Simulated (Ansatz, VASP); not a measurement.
One calculation of W, two programs

Contents of INCAR:

```
SYSTEM = W
PREC = Accurate ; ENCUT = 520
EDIFF = 1E-6 ; ISMEAR = 0
SIGMA = 0.15 ; LREAL = .False.
LASPH = .True. ; NELM = 80
ALGO = Fast ; ISIF = 2
LWAVE = .False. ; LCHARG = .False.
NBANDS = 13
```

KPOINTS

```
regular mesh
0
Gamma
  22 22 22
  0 0 0
```

File POSCAR:

```
W
1.0
    0.0000000000      2.0987614959      1.8935026216
    2.0987614959      0.0000000000      1.8935026216
    2.0987614959      2.0987614959      0.0000000000
W
1
Direct
    0.0000000000      0.0000000000      0.0000000000
```

Input for Ansatz:

```yaml
crystal:
  lattice:
    - [0.0, 2.0987614959, 1.8935026216]
    - [2.0987614959, 0.0, 1.8935026216]
    - [2.0987614959, 2.0987614959, 0.0]
  atoms:
    - { symbol: W, position: [0.0, 0.0, 0.0] }
basis:
  ecutwfc: 420
kpoints:
  mp_grid: { grid: [22, 22, 22] }
hamiltonian:
  xc: lda
  pseudopotentials: { kind: paw, azcp: { folder: soft_1 } }
scf:
  occupations: { method: gaussian, width: 0.15 }
output:
  forces: true
  stress: true
  eigenvalues: true
```

Alike in both runs: task single point; functional LDA; k mesh 22 × 22 × 22; occupations gaussian, width 0.15 eV; no spin polarisation.

|  | VASP | Ansatz |
| --- | --- | --- |
| version | VASP 6.6.1 | Ansatz 0.2.0 |
| potentials or method | VASP PAW LDA potentials, release 64 (W_sv), cutoff 520 eV | scalar-relativistic, plane waves, PAW |
| valence electrons in the cell | 14 | 14 |

```tsv
	VASP	Ansatz	Ansatz less VASP
gap on the k mesh at the Fermi level (eV)	none	none	-
pressure (GPa)	-16.3	-17.6	-1.38
traceless stress, the component that is largest in VASP (GPa)	-15.92	-15.88	+0.038
```

Ansatz warns that its potentials were made for another functional, while VASP's fit it. LDA's correlation is that of Perdew and Zunger in VASP and of Perdew and Wang (1992) in Ansatz. A gap of «none» marks a metal or a gap that the smearing closes.

Neither program's run includes spin-orbit coupling.
